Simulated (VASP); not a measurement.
# Ca2Cu5 (F-43m) in VASP: single point with PBE

Aim: the single point of Ca2Cu5 with PBE.

Program: VASP 6.6.1. These are calculated values, not measurements. Logs are shortened: lines on timing, memory, paths and dates and some standing lists are left out, and cuts for length are marked.

### Step 1. The cell of the first run

It takes space group F-43m (No. 216, cubic). The conventional cell has a = 8.043 Å, b = 8.043 Å, c = 8.043 Å, α = 90.00°, β = 90.00°, γ = 90.00°. Ca (site symmetry -43m) has 4 Cu at 2.14 Å within 2.8 Å. Ca (site symmetry -43m) has 16 Cu at 3.29 to 3.48 Å and 6 Ca at 4.02 Å within 4.3 Å. Cu (site symmetry 3m) has 1 Ca at 2.14 Å and 3 Cu at 2.20 Å within 2.8 Å. Cu (site symmetry -43m) has 12 Cu at 3.43 Å and 8 Ca at 3.48 Å within 4.5 Å.

The cell was built from a structure type or drawn by symmetry, and may not be a known phase.

### Step 2. Single point, PBE

Contents of INCAR:

```
SYSTEM = Ca2Cu5
ALGO = Normal
EDIFF = 1E-6
ENCUT = 700
GGA = PE
GGA_COMPAT = .FALSE.
ISIF = 2
ISMEAR = 0
LASPH = .TRUE.
LCHARG = .FALSE.
LREAL = .FALSE.
LWAVE = .FALSE.
NBANDS = 66
NELM = 120
PREC = Accurate
SIGMA = 0.1
```

Contents of KPOINTS:

```
k-points
0
G
  4 4 4
  0 0 0
```

Contents of POSCAR:

```
Ca2Cu5
1.0
    0.0000000000      4.0216278800      4.0216278800
    4.0216278800      0.0000000000      4.0216278800
    4.0216278800      4.0216278800      0.0000000000
Ca Cu
2 5
Direct
    0.2500000000      0.2500000000      0.2500000000
    0.7500000000      0.7500000000      0.7500000000
    0.4032540100      0.4032540100      0.4032540100
    0.4032540100      0.4032540100      0.7902379700
    0.4032540100      0.7902379700      0.4032540100
    0.7902379700      0.4032540100      0.4032540100
    0.0000000000      0.0000000000      0.0000000000
```

Potentials or basis: VASP PAW PBE potentials, release 64 (Ca_sv, Cu_sv_GW).

Launch:

```
$ cat potpaw_PBE.64/Ca_sv/POTCAR potpaw_PBE.64/Cu_sv_GW/POTCAR > POTCAR
$ mpirun -np 1 vasp_std > vasp.out
```

OUTCAR:

```text
SYSTEM = Ca2Cu5
   EDIFF = 1E-6
   ENCUT = 700
   GGA = PE
   ISIF = 2
   ISMEAR = 0
   LASPH = .TRUE.
   LREAL = .FALSE.
   NELM = 120
   PREC = Accurate

 ion  position               nearest neighbor table
   1  0.250  0.250  0.250-   3 2.14   4 2.14   5 2.14   6 2.14
   2  0.750  0.750  0.750-
   3  0.403  0.403  0.403-   1 2.14   4 2.20   5 2.20   6 2.20
   4  0.403  0.403  0.790-   1 2.14   3 2.20   5 2.20   6 2.20
   5  0.403  0.790  0.403-   1 2.14   3 2.20   4 2.20   6 2.20
   6  0.790  0.403  0.403-   1 2.14   3 2.20   4 2.20   5 2.20
   7  0.000  0.000  0.000-

  LATTYP: Found a face centered cubic cell.
 ALAT       =     8.0432557600

  Lattice vectors:

 A1 = (   0.0000000000,   4.0216278800,   4.0216278800)
 A2 = (   4.0216278800,   0.0000000000,   4.0216278800)
 A3 = (   4.0216278800,   4.0216278800,   0.0000000000)

Analysis of symmetry for initial positions (statically):
=====================================================================
 Subroutine PRICEL returns:
 Original cell was already a primitive cell.

 Routine SETGRP: Setting up the symmetry group for a
 face centered cubic supercell.

 Subroutine GETGRP returns: Found 24 space group operations
 (whereof 24 operations were pure point group operations)
 out of a pool of 48 trial point group operations.

The static configuration has the point symmetry T_d .

Analysis of symmetry for dynamics (positions and initial velocities):
=====================================================================
 Subroutine PRICEL returns:
 Original cell was already a primitive cell.

 Routine SETGRP: Setting up the symmetry group for a
 face centered cubic supercell.

 Subroutine GETGRP returns: Found 24 space group operations
 (whereof 24 operations were pure point group operations)
 out of a pool of 48 trial point group operations.

The dynamic configuration has the point symmetry T_d .

 Subroutine INISYM returns: Found 24 space group operations
 (whereof 24 operations are pure point group operations),
 and found     1 'primitive' translations

----------------------------------------------------------------------------------------

                                     Primitive cell

  volume of cell :     130.0875

  direct lattice vectors                    reciprocal lattice vectors
     0.000000000  4.021627880  4.021627880    -0.124327764  0.124327764  0.124327764
     4.021627880  0.000000000  4.021627880     0.124327764 -0.124327764  0.124327764
     4.021627880  4.021627880  0.000000000     0.124327764  0.124327764 -0.124327764

  length of vectors
     5.687440691  5.687440691  5.687440691     0.215342003  0.215342003  0.215342003

  position of ions in fractional coordinates (direct lattice)
     0.250000000  0.250000000  0.250000000
     0.750000000  0.750000000  0.750000000
     0.403254010  0.403254010  0.403254010
     0.403254010  0.403254010  0.790237970
     0.403254010  0.790237970  0.403254010
     0.790237970  0.403254010  0.403254010
     0.000000000  0.000000000  0.000000000

  ion indices of the primitive-cell ions
   primitive index   ion index
                 1           1
                 2           2
                 3           3
                 4           4
                 5           5
                 6           6
                 7           7

----------------------------------------------------------------------------------------

 KPOINTS: k-points

Automatic generation of k-mesh.
 Grid dimensions read from file:
 generate k-points for:    4    4    4

 Generating k-lattice:

  Cartesian coordinates                     Fractional coordinates (reciprocal lattice)
    -0.031081941  0.031081941  0.031081941     0.250000000  0.000000000  0.000000000
     0.031081941 -0.031081941  0.031081941     0.000000000  0.250000000  0.000000000
     0.031081941  0.031081941 -0.031081941     0.000000000  0.000000000  0.250000000

  Length of vectors
     0.053835501  0.053835501  0.053835501

  Shift w.r.t. Gamma in fractional coordinates (k-lattice)
     0.000000000  0.000000000  0.000000000

 Subroutine IBZKPT returns following result:
 ===========================================

 Found      8 irreducible k-points:

 Following reciprocal coordinates:
            Coordinates               Weight
  0.000000  0.000000  0.000000      1.000000
  0.250000  0.000000  0.000000      8.000000
  0.500000  0.000000  0.000000      4.000000
  0.250000  0.250000  0.000000      6.000000
  0.500000  0.250000  0.000000     24.000000
 -0.250000  0.250000  0.000000     12.000000
  0.500000  0.500000  0.000000      3.000000
 -0.250000  0.500000  0.250000      6.000000
   k-points           NKPTS =      8   k-points in BZ     NKDIM =      8   number of bands    NBANDS=     66
   number of dos      NEDOS =    301   number of ions     NIONS =      7
   total plane-waves  NPLWV = 125000
   dimension x,y,z NGX =    50 NGY =   50 NGZ =   50
   dimension x,y,z NGXF=   100 NGYF=  100 NGZF=  100
   ions per type =               2   5
   NGX,Y,Z   is equivalent  to a cutoff of  14.62, 14.62, 14.62 a.u.
   NGXF,Y,Z  is equivalent  to a cutoff of  29.23, 29.23, 29.23 a.u.
 SYSTEM =  Ca2Cu5
   PREC   = accura    normal or accurate (medium, high low for compatibility)
   ISTART =      0    job   : 0-new  1-cont  2-samecut
   ICHARG =      2    charge: 1-file 2-atom 10-const
   ISPIN  =      1    spin polarized calculation?
   LNONCOLLINEAR =      F non collinear calculations
   LSORBIT =      F    spin-orbit coupling
   LASPH  =      T    aspherical Exc in radial PAW
   ENCUT  =  700.0 eV  51.45 Ry    7.17 a.u.  12.27 12.27 12.27*2*pi/ulx,y,z
   NELM   =    120;   NELMIN=  2; NELMDL= -5     # of ELM steps
   EDIFF  = 0.1E-05   stopping-criterion for ELM
   LREAL  =      F    real-space projection
   EDIFFG = 0.1E-04   stopping-criterion for IOM
   NSW    =      0    number of steps for IOM
   IBRION =     -1    ionic relax: 0-MD 1-quasi-New 2-CG
   NFREE  =      0    steps in history (QN), initial steepest desc. (CG)
   ISIF   =      2    stress and relaxation
   ISYM   =      2    0-nonsym 1-usesym 2-fastsym
   POTIM  = 0.5000    time-step for ionic-motion
   TEBEG  =    0.0;   TEEND  =   0.0 temperature during run
   PSTRESS=    0.0 pullay stress
   NELECT =     115.0000    total number of electrons
   NUPDOWN=      -1.0000    fix difference up-down
   EMIN   =  10.00;   EMAX   =-10.00  energy-range for DOS
   EFERMI =   0.00;   METHOD = LEGACY
   ISMEAR =     0;   SIGMA  =   0.10  broadening in eV -4-tet -1-fermi 0-gaus
   EFERMI_NEDOS =   21; number of points for ismear=-14 and -15
   IALGO  =     38    algorithm
   IMIX   =      4    mixing-type and parameters
     AMIX     =   0.40;   BMIX     =  1.00
     AMIX_MAG =   1.60;   BMIX_MAG =  1.00
  volume/ion in A,a.u.               =      18.58       125.41
  Fermi-wavevector in a.u.,A,eV,Ry     =   1.571191  2.969120 33.587889  2.468640
  Thomas-Fermi vector in A             =   2.672812
   LORBIT       =      0    0 simple, 1 ext, 2 COOP (PROOUT), +10 PAW based schemes
   GGA     = PE    functional components
   LHFCALC =     F    Hartree Fock is set to
   AEXX    =    0.0000 exact exchange contribution
   IVDW    =     0    specifies the selected vdW correction
   LEPSILON=     F    determine dielectric tensor
   LRPA    =     F    only Hartree local field effects (RPA)
 non-spin polarized calculation
 Gauss-broadening in eV      SIGMA  =   0.10
  energy-cutoff  :      700.00
  volume of cell :      130.09
 maximum number of plane-waves:      5577
 NGX is ok and might be reduce to    50
   NGX = 25   NGY = 25   NGZ = 25

 number of electron     115.0000008 magnetization

 Free energy of the ion-electron system (eV)
  ---------------------------------------------------
  ext. energy  EPLUGINS =         0.00000000
  ---------------------------------------------------
  free energy    TOTEN  =       -15.53745396 eV

  energy without entropy =      -15.52997508  energy(sigma->0) =      -15.53371452

 E-fermi :   4.2498     XC(G=0): -10.5527

 val. band max:        4.1823208666   @ k =   0.5000   0.0000   0.0000
 cond. band min:       4.4911729263   @ k =  -0.2500   0.2500   0.0000
 fundamental gap:      0.3088520597
 Fermi energy:         4.2498167838

 k-point     1 :       0.0000    0.0000    0.0000
  band No.  band energies     occupation
      1    -108.7997      2.00000
      2    -108.7642      2.00000
      3    -108.7642      2.00000
      4    -108.7642      2.00000
      5    -107.2481      2.00000
      6     -66.6090      2.00000
[... 58 lines left out ...]
     65       8.6146      0.00000
     66       8.6595      0.00000

 k-point     2 :       0.2500    0.0000    0.0000
  band No.  band energies     occupation
      1    -108.7990      2.00000
      2    -108.7639      2.00000
      3    -108.7636      2.00000
      4    -108.7636      2.00000
      5    -107.2475      2.00000
      6     -66.6073      2.00000
[... 58 lines left out ...]
     65       8.1772      0.00000
     66       8.2119      0.00000

 k-point     3 :       0.5000    0.0000    0.0000
  band No.  band energies     occupation
      1    -108.7989      2.00000
      2    -108.7642      2.00000
      3    -108.7637      2.00000
      4    -108.7637      2.00000
      5    -107.2476      2.00000
      6     -66.6060      2.00000
[... 58 lines left out ...]
     65       7.6495      0.00000
     66       7.6894      0.00000

 k-point     4 :       0.2500    0.2500    0.0000
  band No.  band energies     occupation
      1    -108.7989      2.00000
      2    -108.7640      2.00000
      3    -108.7636      2.00000
      4    -108.7636      2.00000
      5    -107.2475      2.00000
      6     -66.6068      2.00000
[... 58 lines left out ...]
     65       7.7967      0.00000
     66       7.8745      0.00000

 k-point     5 :       0.5000    0.2500    0.0000
  band No.  band energies     occupation
      1    -108.7988      2.00000
      2    -108.7641      2.00000
      3    -108.7637      2.00000
      4    -108.7637      2.00000
      5    -107.2475      2.00000
      6     -66.6056      2.00000
[... 58 lines left out ...]
     65       7.6291      0.00000
     66       8.7101      0.00000

 k-point     6 :      -0.2500    0.2500    0.0000
  band No.  band energies     occupation
      1    -108.7988      2.00000
      2    -108.7641      2.00000
      3    -108.7636      2.00000
      4    -108.7636      2.00000
      5    -107.2475      2.00000
      6     -66.6060      2.00000
[... 58 lines left out ...]
     65       8.1289      0.00000
     66       8.2834      0.00000

 k-point     7 :       0.5000    0.5000    0.0000
  band No.  band energies     occupation
      1    -108.7987      2.00000
      2    -108.7641      2.00000
      3    -108.7637      2.00000
      4    -108.7637      2.00000
      5    -107.2475      2.00000
      6     -66.6052      2.00000
[... 58 lines left out ...]
     65       7.5953      0.00000
     66       9.3746      0.00000

 k-point     8 :      -0.2500    0.5000    0.2500
  band No.  band energies     occupation
      1    -108.7985      2.00000
      2    -108.7642      2.00000
      3    -108.7637      2.00000
      4    -108.7635      2.00000
      5    -107.2474      2.00000
      6     -66.6050      2.00000
[... 58 lines left out ...]
     65       7.6131      0.00000
     66       9.3157      0.00000

------------------------ aborting loop because EDIFF is reached ----------------------------------------

  FORCE on cell =-STRESS in cart. coord.  units (eV):
  Direction    XX          YY          ZZ          XY          YZ          ZX
  --------------------------------------------------------------------------------------
  -------------------------------------------------------------------------------------
  Total       11.1433200     11.1433200     11.1433200     -0.0000000      0.0000000      0.0000000
  in kB      137.2427909    137.2427909    137.2427909     -0.0000000      0.0000000      0.0000000
  external PRESSURE =     137.2427909 kB  Pullay stress =       0.0000000 kB

 VOLUME and BASIS-vectors are now :
 -----------------------------------------------------------------------------
  energy-cutoff  :      700.00
  volume of cell :      130.09
      direct lattice vectors                 reciprocal lattice vectors
     0.000000000  4.021627880  4.021627880    -0.124327764  0.124327764  0.124327764
     4.021627880  0.000000000  4.021627880     0.124327764 -0.124327764  0.124327764
     4.021627880  4.021627880  0.000000000     0.124327764  0.124327764 -0.124327764

 POSITION                                       TOTAL-FORCE (eV/Angst)
 -----------------------------------------------------------------------------------
      2.01081      2.01081      2.01081        -0.000000     -0.000000      0.000000
      6.03244      6.03244      6.03244        -0.000000     -0.000000     -0.000000
      3.24348      3.24348      3.24348         0.043279      0.043279      0.043279
      4.79978      4.79978      3.24348        -0.043279     -0.043279      0.043279
      4.79978      3.24348      4.79978        -0.043279      0.043279     -0.043279
      3.24348      4.79978      4.79978         0.043279     -0.043279     -0.043279
      0.00000      0.00000      0.00000        -0.000000     -0.000000      0.000000
 -----------------------------------------------------------------------------------
    total drift:                                0.000003      0.000003      0.000003

  FREE ENERGIE OF THE ION-ELECTRON SYSTEM (eV)
  ---------------------------------------------------
  free  energy   TOTEN  =       -15.5374539577 eV

  energy  without entropy=      -15.5299750774  energy(sigma->0) =      -15.53371452
```

Wall time 3.2 min (1 thread of AMD EPYC 9R45 (Zen 5), shared host); peak memory 0.37 GiB.

Results:

| Item | Value |
| --- | --- |
| Free energy | -15.5375 eV |
| Pressure | 13.7 GPa |
| Largest force | 0.075 eV/Å |
| Band gap on the k mesh | zero (an odd number of electrons rules out a gap without spin polarisation) |

Forces on the atoms (eV/Å):
```
Ca   0.000  0.000  0.000
Ca   0.000  0.000  0.000
Cu   0.043  0.043  0.043
Cu  -0.043 -0.043  0.043
Cu  -0.043  0.043 -0.043
Cu   0.043 -0.043 -0.043
Cu   0.000  0.000  0.000
```

Levels at points of the mesh, in eV from the Fermi level:
| k point | band 53 | band 54 | band 55 | band 56 | band 57 | band 58 | band 59 | band 60 | band 61 | band 62 |
| --- | --- | --- | --- | --- | --- | --- | --- | --- | --- | --- |
| (0.00, 0.00, 0.00) | -1.67 | -1.67 | -0.85 | -0.85 | -0.85 | -0.33 | 1.11 | 1.11 | 2.54 | 2.54 |
| (0.50, 0.00, 0.00) | -1.66 | -1.65 | -1.65 | -0.07 | -0.07 | 0.54 | 0.75 | 0.75 | 1.74 | 2.76 |
| (0.50, 0.50, 0.00) | -1.64 | -1.60 | -1.54 | -1.30 | -0.67 | -0.67 | 0.56 | 2.56 | 2.89 | 2.89 |

Caveat: the cell stands under pressure.
